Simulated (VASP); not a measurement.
# Mg8S7 (a cell with a defect) in VASP: further runs, part 2 of 2

VASP 6.6.1. The steps go on from the part before.

## 4. Single point, PBE (atoms taken out, then relaxed in part)

Input file INCAR:

```
PREC     = Accurate       # precision mode
ENCUT    = 520            # plane-wave cutoff, eV
EDIFF    = 1E-7           # SCF threshold, eV
ISMEAR   = 0              # smearing method
SIGMA    = 0.05           # smearing width, eV
LREAL    = Auto         
LASPH    = True           # aspherical terms in the spheres
NELM     = 80             # most SCF steps
ALGO     = Normal         # electronic algorithm
ISIF     = 2              # what is computed and relaxed
LWAVE    = False          # write WAVECAR
LCHARG   = False          # write CHGCAR
GGA      = PE             # functional
NBANDS   = 42             # bands
```

Input file KPOINTS:

```
regular mesh
0
Gamma
  4 4 4
```

Input file POSCAR:

```
Mg8S7
1.0
    0.0000000000      5.6972139931     -5.6972139931
   -5.6972139931      0.0000000000     -5.6972139931
   -5.6972139931      5.6972139931      0.0000000000
Mg S
8 7
Direct
   -0.0060006237      0.4939993763      0.0180018710
    0.5001491187      0.4995526439      0.0001491187
   -0.0004473561      0.0001491187      0.0001491187
    0.5001491187      0.0001491187      0.0001491187
   -0.0060006237      0.4939993763      0.4939993763
    0.5180018710      0.4939993763      0.4939993763
   -0.0060006237      0.0180018710      0.4939993763
    0.5001491187      0.0001491187      0.4995526439
    0.3741431788      0.3758568212      0.3758568212
    0.8758568212      0.8741431788      0.3758568212
    0.3741431788      0.8741431788      0.3758568212
    0.8758568212      0.3758568212      0.8741431788
    0.3741431788      0.3758568212      0.8741431788
    0.8758568212      0.8741431788      0.8741431788
    0.3750000000      0.8750000000      0.8750000000
```

Potentials or basis: VASP PAW PBE potentials, release 64 (Mg, S).

Run with:

```console
> cat potpaw_PBE.64/Mg/POTCAR potpaw_PBE.64/S/POTCAR > POTCAR
> mpirun -np 1 vasp_std > vasp.out
```

OUTCAR:

```text
PREC = Accurate
   ENCUT = 520
   EDIFF = 1E-7
   ISMEAR = 0
   LREAL = Auto
   LASPH = True
   NELM = 80
   ISIF = 2
   GGA = PE

 ion  position               nearest neighbor table
   1  0.994  0.494  0.018-  12 2.50  13 2.50  14 2.50
   2  0.500  0.500  0.000-  15 2.47  12 2.47   9 2.47  13 2.47
   3  1.000  0.000  0.000-  15 2.47  12 2.47  10 2.47  14 2.47
   4  0.500  0.000  0.000-  15 2.47  13 2.47  14 2.47  11 2.47
   5  0.994  0.494  0.494-   9 2.50  10 2.50  12 2.50
   6  0.518  0.494  0.494-   9 2.50  11 2.50  13 2.50
   7  0.994  0.018  0.494-  10 2.50  11 2.50  14 2.50
   8  0.500  0.000  0.500-  15 2.47  10 2.47   9 2.47  11 2.47
   9  0.374  0.376  0.376-   2 2.47   8 2.47   6 2.50   5 2.50
  10  0.876  0.874  0.376-   3 2.47   8 2.47   7 2.50   5 2.50
  11  0.374  0.874  0.376-   4 2.47   8 2.47   7 2.50   6 2.50
  12  0.876  0.376  0.874-   2 2.47   3 2.47   1 2.50   5 2.50
  13  0.374  0.376  0.874-   4 2.47   2 2.47   1 2.50   6 2.50
[... 558 lines left out ...]

  FORCE on cell =-STRESS in cart. coord.  units (eV):
  Direction    XX          YY          ZZ          XY          YZ          ZX
  --------------------------------------------------------------------------------------
  -------------------------------------------------------------------------------------
  Total       -3.9055460     -3.9055460     -3.9055460      0.0000000     -0.0000000      0.0000000
  in kB      -16.9190023    -16.9190023    -16.9190023      0.0000000     -0.0000000      0.0000000
  external PRESSURE =     -16.9190023 kB  Pullay stress =       0.0000000 kB

 VOLUME and BASIS-vectors are now :
 -----------------------------------------------------------------------------
  energy-cutoff  :      520.00
  volume of cell :      369.84
      direct lattice vectors                 reciprocal lattice vectors
     0.000000000  5.697213993 -5.697213993     0.087762194  0.087762194 -0.087762194
    -5.697213993  0.000000000 -5.697213993    -0.087762194 -0.087762194 -0.087762194
    -5.697213993  5.697213993  0.000000000    -0.087762194  0.087762194  0.087762194

 POSITION                                       TOTAL-FORCE (eV/Angst)
 -----------------------------------------------------------------------------------
     -2.91698      5.76559     -8.47745        -0.000317      0.000317      0.000317
     -2.84691      2.85031     -5.69551         0.005899      0.005899      0.005899
     -0.00170      5.69551     -5.69551        -0.005899     -0.005899      0.005899
     -0.00170      2.85031     -2.85031        -0.005899      0.005899     -0.005899
     -5.62884      8.47745     -8.47745         0.000317     -0.000317      0.000317
     -5.62884      5.76559     -5.76559         0.000317      0.000317     -0.000317
     -2.91698      8.47745     -5.76559        -0.000317     -0.000317     -0.000317
     -2.84691      5.69551     -2.85031         0.005899     -0.005899     -0.005899
     -4.28267      4.27291     -4.27291         0.009937     -0.000000      0.000000
     -7.12152      7.13128     -9.97012        -0.000000     -0.009937      0.000000
     -7.12152      4.27291     -7.11175        -0.000000     -0.000000     -0.009937
     -7.12152      9.97012     -7.13128        -0.000000     -0.000000      0.009937
     -7.12152      7.11175     -4.27291        -0.000000      0.009937      0.000000
     -9.96036      9.97012     -9.97012        -0.009937     -0.000000      0.000000
     -9.97012      7.12152     -7.12152        -0.000000     -0.000000      0.000000
 -----------------------------------------------------------------------------------
    total drift:                               -0.000001      0.000001     -0.000001

  FREE ENERGIE OF THE ION-ELECTRON SYSTEM (eV)
  ---------------------------------------------------
  free  energy   TOTEN  =       -59.3256722871 eV

  energy  without entropy=      -59.3256722871  energy(sigma->0) =      -59.32567229
```

It took 2.4 min on 1 thread of AMD EPYC 9R45 (Zen 5), shared host; peak memory 0.46 GiB.

Results:

```
Free energy            : -59.3257 eV
Pressure               : -1.7 GPa
Largest force          : 0.010 eV/Å
Band gap on the k mesh : 1.20 eV
```

Forces in eV/Å, atoms in the order of the input:
```
Mg   0.000  0.000  0.000
Mg   0.006  0.006  0.006
Mg  -0.006 -0.006  0.006
Mg  -0.006  0.006 -0.006
Mg   0.000  0.000  0.000
Mg   0.000  0.000  0.000
Mg   0.000  0.000  0.000
Mg   0.006 -0.006 -0.006
S    0.010  0.000  0.000
S    0.000 -0.010  0.000
S    0.000  0.000 -0.010
S    0.000  0.000  0.010
S    0.000  0.010  0.000
S   -0.010  0.000  0.000
S    0.000  0.000  0.000
```

Levels at points of the mesh, in eV from the valence-band top:
```tsv
k point	band 25	band 26	band 27	band 28	band 29	band 30	band 31	band 32	band 33	band 34
(0.00, 0.00, 0.00)	-2.06	-1.88	-1.88	-1.88	-1.44	2.02	2.02	2.08	2.48	3.30
(0.50, 0.00, 0.00)	-2.17	-2.17	-1.97	-1.97	-0.36	1.38	2.55	2.55	3.36	3.42
(0.50, 0.50, 0.00)	-2.26	-2.26	-2.19	-2.08	-0.01	1.20	2.47	2.47	3.65	3.67
```

Caveat: the cell differs from its parent crystal (atoms taken out, then relaxed in part).
